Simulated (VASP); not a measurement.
# Ta4C3 (Pm-3m) in VASP: a series of runs

Ta4C3 is run at these levels: r2SCAN; tasks: single point, relaxation of cell and atoms.

Program: VASP 6.6.1. These are calculated values, not measurements. Logs are shortened: lines on timing, memory, paths and dates and some standing lists are left out, and cuts for length are marked.

**1. The cell of the first run**

Symmetry: Pm-3m, No. 221, cubic system. Conventional cell: a = 4.425 Å, b = 4.425 Å, c = 4.425 Å, α = 90.00°, β = 90.00°, γ = 90.00°. Within 2.9 Å of Ta (site symmetry 4/mmm) lie 4 C at 2.21 Å. Ta (site symmetry m-3m) has 6 C at 2.21 Å within 2.9 Å. C (site symmetry 4/mmm) has 6 Ta at 2.21 Å within 2.9 Å.

**2. Single point, r2SCAN**

The input, POSCAR:

```
Ta4C3
1.0
    4.4250756116      0.0000000000      0.0000000000
    0.0000000000      4.4250756116      0.0000000000
    0.0000000000      0.0000000000      4.4250756116
Ta C
4 3
Direct
    0.0000000000      0.5000000000      0.5000000000
    0.5000000000      0.0000000000      0.5000000000
    0.5000000000      0.5000000000      0.0000000000
    0.0000000000      0.0000000000      0.0000000000
    0.5000000000      0.0000000000      0.0000000000
    0.0000000000      0.5000000000      0.0000000000
    0.0000000000      0.0000000000      0.5000000000
```

The input, INCAR.step1:

```
PREC     = Accurate       # precision mode
ENCUT    = 660            # plane-wave cutoff, eV
ISMEAR   = 0              # smearing method
SIGMA    = 0.1            # smearing width, eV
LREAL    = F              # projectors in reciprocal space
LASPH    = T              # aspherical terms in the spheres
NELM     = 120            # most SCF steps
NBANDS   = 37             # bands
GGA      = PE             # functional
ALGO     = Normal         # electronic algorithm
EDIFF    = 1E-5           # SCF threshold, eV
LWAVE    = T              # write WAVECAR
LCHARG   = F              # write CHGCAR
GGA_COMPAT= F
```

The input, INCAR.step2:

```
PREC     = Accurate       # precision mode
ENCUT    = 660            # plane-wave cutoff, eV
EDIFF    = 1E-6           # SCF threshold, eV
ISMEAR   = 0              # smearing method
SIGMA    = 0.1            # smearing width, eV
LREAL    = F              # projectors in reciprocal space
LASPH    = T              # aspherical terms in the spheres
NELM     = 120            # most SCF steps
ALGO     = Normal         # electronic algorithm
ISIF     = 2              # what is computed and relaxed
LWAVE    = F              # write WAVECAR
LCHARG   = T              # write CHGCAR
METAGGA  = R2SCAN         # meta-GGA
LMIXTAU  = T            
LELF     = T              # ELF
LVHAR    = T            
NBANDS   = 37             # bands
ISTART   = 1            
GGA_COMPAT= F
```

The input, KPOINTS:

```
regular mesh
0
Gamma
  4 4 4
```

Potentials or basis: VASP PAW PBE potentials, release 64 (Ta_pv, C).

The run is started by

```console
$ cat potpaw_PBE.64/Ta_pv/POTCAR potpaw_PBE.64/C/POTCAR > POTCAR
$ cp INCAR.step1 INCAR
$ mpirun -np 1 vasp_std > vasp.out
$ cp INCAR.step2 INCAR
$ mpirun -np 1 vasp_std > vasp.out
```

OUTCAR:

```text
PREC = Accurate
   ENCUT = 660
   EDIFF = 1E-6
   ISMEAR = 0
   LREAL = F
   LASPH = T
   NELM = 120
   ISIF = 2
   METAGGA = R2SCAN
   ISTART = 1

 ion  position               nearest neighbor table
   1  0.000  0.500  0.500-   6 2.21   7 2.21   6 2.21   7 2.21   3 3.13   3 3.13   4 3.13   4 3.13
                             2 3.13   4 3.13   2 3.13   4 3.13   2 3.13   3 3.13   3 3.13   2 3.13
   2  0.500  0.000  0.500-   5 2.21   7 2.21   5 2.21   7 2.21   3 3.13   3 3.13   4 3.13   4 3.13
                             1 3.13   3 3.13   3 3.13   1 3.13   4 3.13   1 3.13   4 3.13   1 3.13
   3  0.500  0.500  0.000-   5 2.21   6 2.21   5 2.21   6 2.21   2 3.13   1 3.13   2 3.13   2 3.13
                             4 3.13   4 3.13   2 3.13   1 3.13   4 3.13   1 3.13   1 3.13   4 3.13
   4  0.000  0.000  0.000-   5 2.21   6 2.21   7 2.21   7 2.21   6 2.21   5 2.21   1 3.13   2 3.13
                             1 3.13   1 3.13   3 3.13   2 3.13   1 3.13   2 3.13   3 3.13   3 3.13
   5  0.500  0.000  0.000-   2 2.21   3 2.21   4 2.21   2 2.21   3 2.21   4 2.21
   6  0.000  0.500  0.000-   1 2.21   3 2.21   4 2.21   1 2.21   4 2.21   3 2.21
   7  0.000  0.000  0.500-   1 2.21   2 2.21   4 2.21   4 2.21   1 2.21   2 2.21

  LATTYP: Found a simple cubic cell.
 ALAT       =     4.4250756116

  Lattice vectors:

 A1 = (   4.4250756116,   0.0000000000,   0.0000000000)
 A2 = (   0.0000000000,   4.4250756116,   0.0000000000)
 A3 = (   0.0000000000,   0.0000000000,   4.4250756116)

Analysis of symmetry for initial positions (statically):
=====================================================================
 Subroutine PRICEL returns:
 Original cell was already a primitive cell.

 Routine SETGRP: Setting up the symmetry group for a
 simple cubic supercell.

 Subroutine GETGRP returns: Found 48 space group operations
 (whereof 48 operations were pure point group operations)
 out of a pool of 48 trial point group operations.

The static configuration has the point symmetry O_h .

Analysis of symmetry for dynamics (positions and initial velocities):
=====================================================================
 Subroutine PRICEL returns:
 Original cell was already a primitive cell.

 Routine SETGRP: Setting up the symmetry group for a
 simple cubic supercell.

 Subroutine GETGRP returns: Found 48 space group operations
 (whereof 48 operations were pure point group operations)
 out of a pool of 48 trial point group operations.

The dynamic configuration has the point symmetry O_h .

 Subroutine INISYM returns: Found 48 space group operations
 (whereof 48 operations are pure point group operations),
 and found     1 'primitive' translations

----------------------------------------------------------------------------------------

                                     Primitive cell

  volume of cell :      86.6487

  direct lattice vectors                    reciprocal lattice vectors
     4.425075612  0.000000000  0.000000000     0.225984839  0.000000000  0.000000000
     0.000000000  4.425075612  0.000000000     0.000000000  0.225984839  0.000000000
     0.000000000  0.000000000  4.425075612     0.000000000  0.000000000  0.225984839

  length of vectors
     4.425075612  4.425075612  4.425075612     0.225984839  0.225984839  0.225984839

  position of ions in fractional coordinates (direct lattice)
     0.000000000  0.500000000  0.500000000
     0.500000000  0.000000000  0.500000000
     0.500000000  0.500000000  0.000000000
     0.000000000  0.000000000  0.000000000
     0.500000000  0.000000000  0.000000000
     0.000000000  0.500000000  0.000000000
     0.000000000  0.000000000  0.500000000

  ion indices of the primitive-cell ions
   primitive index   ion index
                 1           1
                 2           2
                 3           3
                 4           4
                 5           5
                 6           6
                 7           7

----------------------------------------------------------------------------------------

 KPOINTS: regular mesh

Automatic generation of k-mesh.
 Grid dimensions read from file:
 generate k-points for:    4    4    4

 Generating k-lattice:

  Cartesian coordinates                     Fractional coordinates (reciprocal lattice)
     0.056496210  0.000000000  0.000000000     0.250000000  0.000000000  0.000000000
     0.000000000  0.056496210  0.000000000     0.000000000  0.250000000  0.000000000
     0.000000000  0.000000000  0.056496210     0.000000000  0.000000000  0.250000000

  Length of vectors
     0.056496210  0.056496210  0.056496210

  Shift w.r.t. Gamma in fractional coordinates (k-lattice)
     0.000000000  0.000000000  0.000000000

 Subroutine IBZKPT returns following result:
 ===========================================

 Found     10 irreducible k-points:

 Following reciprocal coordinates:
            Coordinates               Weight
  0.000000  0.000000  0.000000      1.000000
  0.250000  0.000000  0.000000      6.000000
  0.500000  0.000000  0.000000      3.000000
  0.250000  0.250000  0.000000     12.000000
  0.500000  0.250000  0.000000     12.000000
  0.500000  0.500000  0.000000      3.000000
  0.250000  0.250000  0.250000      8.000000
  0.500000  0.250000  0.250000     12.000000
  0.500000  0.500000  0.250000      6.000000
  0.500000  0.500000  0.500000      1.000000
   k-points           NKPTS =     10   k-points in BZ     NKDIM =     10   number of bands    NBANDS=     37
   number of dos      NEDOS =    301   number of ions     NIONS =      7
   total plane-waves  NPLWV =  64000
   dimension x,y,z NGX =    40 NGY =   40 NGZ =   40
   dimension x,y,z NGXF=    80 NGYF=   80 NGZF=   80
   ions per type =               4   3
   NGX,Y,Z   is equivalent  to a cutoff of  15.03, 15.03, 15.03 a.u.
   NGXF,Y,Z  is equivalent  to a cutoff of  30.06, 30.06, 30.06 a.u.
 SYSTEM =  unknown system
   PREC   = accura    normal or accurate (medium, high low for compatibility)
   ISTART =      1    job   : 0-new  1-cont  2-samecut
   ICHARG =      0    charge: 1-file 2-atom 10-const
   ISPIN  =      1    spin polarized calculation?
   LNONCOLLINEAR =      F non collinear calculations
   LSORBIT =      F    spin-orbit coupling
   LASPH  =      T    aspherical Exc in radial PAW
   ENCUT  =  660.0 eV  48.51 Ry    6.96 a.u.   9.27  9.27  9.27*2*pi/ulx,y,z
   NELM   =    120;   NELMIN=  2; NELMDL=  0     # of ELM steps
   EDIFF  = 0.1E-05   stopping-criterion for ELM
   LREAL  =      F    real-space projection
   EDIFFG = 0.1E-04   stopping-criterion for IOM
   NSW    =      0    number of steps for IOM
   IBRION =     -1    ionic relax: 0-MD 1-quasi-New 2-CG
   NFREE  =      0    steps in history (QN), initial steepest desc. (CG)
   ISIF   =      2    stress and relaxation
   ISYM   =      2    0-nonsym 1-usesym 2-fastsym
   POTIM  = 0.5000    time-step for ionic-motion
   TEBEG  =    0.0;   TEEND  =   0.0 temperature during run
   PSTRESS=    0.0 pullay stress
   NELECT =      56.0000    total number of electrons
   NUPDOWN=      -1.0000    fix difference up-down
   EMIN   =  10.00;   EMAX   =-10.00  energy-range for DOS
   EFERMI =   0.00;   METHOD = LEGACY
   ISMEAR =     0;   SIGMA  =   0.10  broadening in eV -4-tet -1-fermi 0-gaus
   EFERMI_NEDOS =   21; number of points for ismear=-14 and -15
   IALGO  =     38    algorithm
   IMIX   =      4    mixing-type and parameters
     AMIX     =   0.40;   BMIX     =  1.00
     AMIX_MAG =   1.60;   BMIX_MAG =  1.00
  volume/ion in A,a.u.               =      12.38        83.53
  Fermi-wavevector in a.u.,A,eV,Ry     =   1.415414  2.674745 27.257867  2.003397
  Thomas-Fermi vector in A             =   2.536855
   LORBIT       =      0    0 simple, 1 ext, 2 COOP (PROOUT), +10 PAW based schemes
   METAGGA = R2SCAN    functional components
   LHFCALC =     F    Hartree Fock is set to
   AEXX    =    0.0000 exact exchange contribution
   IVDW    =     0    specifies the selected vdW correction
   LEPSILON=     F    determine dielectric tensor
   LRPA    =     F    only Hartree local field effects (RPA)
 non-spin polarized calculation
 Gauss-broadening in eV      SIGMA  =   0.10
  energy-cutoff  :      660.00
  volume of cell :       86.65
 maximum number of plane-waves:      3362
 NGX is ok and might be reduce to    40
   NGX = 19   NGY = 19   NGZ = 19

 number of electron      56.0000007 magnetization

 Free energy of the ion-electron system (eV)
  ---------------------------------------------------
  ext. energy  EPLUGINS =         0.00000000
  ---------------------------------------------------
  free energy    TOTEN  =      -227.72737415 eV

  energy without entropy =     -227.71158103  energy(sigma->0) =     -227.71947759

 E-fermi :   7.1962     XC(G=0): -13.9944

 val. band max:        7.0173983070   @ k =   0.5000   0.2500   0.0000
 cond. band min:       7.2134546077   @ k =   0.5000   0.2500   0.0000
 fundamental gap:      0.1960563007
 Fermi energy:         7.1962249686

 k-point     1 :       0.0000    0.0000    0.0000
  band No.  band energies     occupation
      1     -29.5085      2.00000
      2     -29.5085      2.00000
      3     -29.5085      2.00000
      4     -28.7933      2.00000
      5     -28.7933      2.00000
      6     -28.7933      2.00000
[... 29 lines left out ...]
     36      11.0247      0.00000
     37      12.0665      0.00000

 k-point     2 :       0.2500    0.0000    0.0000
  band No.  band energies     occupation
      1     -29.4844      2.00000
      2     -29.4844      2.00000
      3     -29.4732      2.00000
      4     -28.7887      2.00000
      5     -28.7887      2.00000
      6     -28.7854      2.00000
[... 29 lines left out ...]
     36      11.3533      0.00000
     37      11.8011      0.00000

 k-point     3 :       0.5000    0.0000    0.0000
  band No.  band energies     occupation
      1     -29.4584      2.00000
      2     -29.4584      2.00000
      3     -29.4348      2.00000
      4     -28.7949      2.00000
      5     -28.7949      2.00000
      6     -28.7695      2.00000
[... 29 lines left out ...]
     36      10.2054      0.00000
     37      11.4548      0.00000

 k-point     4 :       0.2500    0.2500    0.0000
  band No.  band energies     occupation
      1     -29.5006      2.00000
      2     -29.4625      2.00000
      3     -29.4525      2.00000
      4     -28.8714      2.00000
      5     -28.7677      2.00000
      6     -28.7340      2.00000
[... 29 lines left out ...]
     36      11.2873      0.00000
     37      11.7829      0.00000
[... 123 lines left out ...]
      1     -29.5289      2.00000
      2     -29.5136      2.00000
      3     -29.4704      2.00000
      4     -28.8667      2.00000
      5     -28.8019      2.00000
      6     -28.7697      2.00000
[... 29 lines left out ...]
     36      10.9776      0.00000
     37      11.4772      0.00000

 k-point     9 :       0.5000    0.5000    0.2500
  band No.  band energies     occupation
      1     -29.5525      2.00000
      2     -29.5525      2.00000
      3     -29.5216      2.00000
      4     -28.8610      2.00000
      5     -28.7777      2.00000
      6     -28.7624      2.00000
[... 29 lines left out ...]
     36      10.8039      0.00000
     37      11.4029      0.00000

 k-point    10 :       0.5000    0.5000    0.5000
  band No.  band energies     occupation
      1     -29.5982      2.00000
      2     -29.5982      2.00000
      3     -29.5982      2.00000
      4     -28.8502      2.00000
      5     -28.7801      2.00000
      6     -28.7801      2.00000
[... 29 lines left out ...]
     36      11.0896      0.00000
     37      11.9083      0.00000

------------------------ aborting loop because EDIFF is reached ----------------------------------------

  FORCE on cell =-STRESS in cart. coord.  units (eV):
  Direction    XX          YY          ZZ          XY          YZ          ZX
  --------------------------------------------------------------------------------------
  -------------------------------------------------------------------------------------
  Total        0.4718814      0.4718814      0.4718814     -0.0000000      0.0000000     -0.0000000
  in kB        8.7253201      8.7253201      8.7253201     -0.0000000      0.0000000     -0.0000000
  external PRESSURE =       8.7253201 kB  Pullay stress =       0.0000000 kB

 VOLUME and BASIS-vectors are now :
 -----------------------------------------------------------------------------
  energy-cutoff  :      660.00
  volume of cell :       86.65
      direct lattice vectors                 reciprocal lattice vectors
     4.425075612  0.000000000  0.000000000     0.225984839  0.000000000  0.000000000
     0.000000000  4.425075612  0.000000000     0.000000000  0.225984839  0.000000000
     0.000000000  0.000000000  4.425075612     0.000000000  0.000000000  0.225984839

 POSITION                                       TOTAL-FORCE (eV/Angst)
 -----------------------------------------------------------------------------------
      0.00000      2.21254      2.21254         0.000000      0.000000      0.000000
      2.21254      0.00000      2.21254         0.000000      0.000000      0.000000
      2.21254      2.21254      0.00000         0.000000      0.000000      0.000000
      0.00000      0.00000      0.00000         0.000000      0.000000      0.000000
      2.21254      0.00000      0.00000         0.000000      0.000000      0.000000
      0.00000      2.21254      0.00000         0.000000      0.000000      0.000000
      0.00000      0.00000      2.21254         0.000000      0.000000      0.000000
 -----------------------------------------------------------------------------------
    total drift:                               -0.000000      0.000000     -0.000000

  FREE ENERGIE OF THE ION-ELECTRON SYSTEM (eV)
  ---------------------------------------------------
  free  energy   TOTEN  =      -227.7273741508 eV

  energy  without entropy=     -227.7115810309  energy(sigma->0) =     -227.71947759
```

Wall time 2.3 min (1 thread of AMD EPYC 9R45 (Zen 5), shared host); peak memory 0.24 GiB.

Results:

```
Free energy            : -227.7274 eV
Pressure               : 0.9 GPa
Band gap on the k mesh : zero (band 28 reaches 7.49 eV, above the bottom of band 29 at 6.64 eV)
```

Levels at points of the mesh, in eV from the Fermi level:
```tsv
k point	band 26	band 27	band 28	band 29	band 30	band 31
(0.00, 0.00, 0.00)	-0.64	-0.64	-0.64	-0.47	-0.47	-0.47
(0.50, 0.00, 0.00)	-2.01	-2.01	0.29	0.29	0.75	2.03
(0.50, 0.50, 0.00)	-1.81	-0.43	-0.43	1.91	1.91	1.98
(0.50, 0.50, 0.50)	-1.15	-1.15	-0.43	3.51	3.51	3.51
```

Caveat: the PAW data sets were made with another functional, which shifts forces and pressure a little; spin-orbit coupling is left out, which moves the levels of the heavy elements.

**3. Single point, r2SCAN**

This run uses another cell than the first one, of 12.55 Å³/atom, 1.014 times its volume.

POSCAR, as its differences from that of step 2:

```diff
@@ -2,5 +2,5 @@
 1.0
-    4.4250756116      0.0000000000      0.0000000000
-    0.0000000000      4.4250756116      0.0000000000
-    0.0000000000      0.0000000000      4.4250756116
+    4.4452810000      0.0000000000      0.0000000000
+    0.0000000000      4.4452810000      0.0000000000
+    0.0000000000      0.0000000000      4.4452810000
 Ta C
```

The input, INCAR.step1:

```
SYSTEM = Ta4C3
PREC     = Accurate       ! precision mode
ENCUT    = 660            ! plane-wave cutoff, eV
ISMEAR   = 0              ! smearing method
SIGMA    = 0.1            ! smearing width, eV
LREAL    = .False.        ! projectors in reciprocal space
LASPH    = .True.         ! aspherical terms in the spheres
NELM     = 120            ! most SCF steps
NBANDS   = 37             ! bands
GGA      = PE             ! functional
ALGO     = Normal         ! electronic algorithm
EDIFF    = 1E-5           ! SCF threshold, eV
LWAVE    = .True.         ! write WAVECAR
LCHARG   = .False.        ! write CHGCAR
GGA_COMPAT= .False.
```

The input, INCAR.step2:

```
SYSTEM = Ta4C3
PREC     = Accurate       ! precision mode
ENCUT    = 660            ! plane-wave cutoff, eV
EDIFF    = 1E-6           ! SCF threshold, eV
ISMEAR   = 0              ! smearing method
SIGMA    = 0.1            ! smearing width, eV
LREAL    = .False.        ! projectors in reciprocal space
LASPH    = .True.         ! aspherical terms in the spheres
NELM     = 120            ! most SCF steps
ALGO     = Normal         ! electronic algorithm
ISIF     = 2              ! what is computed and relaxed
LWAVE    = .False.        ! write WAVECAR
LCHARG   = .True.         ! write CHGCAR
METAGGA  = R2SCAN         ! meta-GGA
LMIXTAU  = .True.       
LELF     = .True.         ! ELF
LVHAR    = .True.       
NBANDS   = 37             ! bands
ISTART   = 1            
GGA_COMPAT= .False.
```

The input, KPOINTS:

```
regular mesh
0
Gamma
  4 4 4
  0 0 0
```

Potentials or basis: VASP PAW PBE potentials, release 64 (Ta_pv, C).

The run is started by

```console
$ cat potpaw_PBE.64/Ta_pv/POTCAR potpaw_PBE.64/C/POTCAR > POTCAR
$ cp INCAR.step1 INCAR
$ mpirun -np 1 vasp_std > vasp.out
$ cp INCAR.step2 INCAR
$ mpirun -np 1 vasp_std > vasp.out
```

Wall time 2 min (1 thread of AMD EPYC 9R45 (Zen 5), shared host); peak memory 0.23 GiB.

It converged, with:

```
Free energy            : -227.7195 eV
Pressure               : -3.3 GPa
Band gap on the k mesh : zero (band 28 reaches 7.36 eV, above the bottom of band 29 at 6.52 eV)
```

Levels at points of the mesh, in eV from the Fermi level:
```tsv
k point	band 24	band 25	band 26	band 27	band 28	band 29	band 30	band 31	band 32	band 33
(0.00, 0.00, 0.00)	-1.41	-1.41	-0.64	-0.64	-0.64	-0.46	-0.46	-0.46	1.42	1.42
(0.50, 0.00, 0.00)	-2.81	-2.18	-2.00	-2.00	0.29	0.29	0.73	1.98	2.52	2.52
(0.50, 0.50, 0.00)	-4.51	-2.06	-1.78	-0.42	-0.42	1.88	1.88	1.96	2.17	3.55
(0.50, 0.50, 0.50)	-5.20	-1.13	-1.13	-1.13	-0.46	3.43	3.43	3.43	3.59	3.59
```

Caveat: the PAW data sets were made with another functional, which shifts forces and pressure a little; spin-orbit coupling is left out, which moves the levels of the heavy elements.

[end of part 1 of 2]
